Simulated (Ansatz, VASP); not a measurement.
# One calculation of HfC, two programs

```
CELL_PARAMETERS angstrom
3.37232 0.00000 0.00000
-1.68616 2.92051 0.00000
0.00000 0.00000 5.24856
ATOMIC_POSITIONS crystal
Hf 0.66667 0.33333 0.75000
Hf 0.33333 0.66667 0.25000
C 0.00000 0.00000 0.00000
C 0.00000 0.00000 0.50000
```

Alike in both runs: task single point; functional r2SCAN; k mesh 8 × 8 × 5; no spin polarisation.

```csv
,VASP,Ansatz
version,VASP 6.6.1,Ansatz 0.2.0
potentials or method,"VASP PAW PBE potentials, release 64 (Hf_pv, C), cutoff 520 eV","plane waves, PAW"
occupations,"fermi-dirac, width 0.1 eV",fermi-dirac
valence electrons in the cell,28,60
```

Ansatz gave:

- pressure (GPa): -8.5
- traceless stress, the component that is largest in VASP (GPa): 4.08

Question: What did VASP give for the same quantities?

Answer: Pressure (GPa): -9.6; traceless stress, the component that is largest in VASP (GPa): 4.15.

VASP's potentials were made for PBE, not for r2SCAN. VASP's potentials hold 28 valence electrons a cell and Ansatz's 60, so a difference there can come from the potentials and not from the codes.

Neither program's run includes spin-orbit coupling.
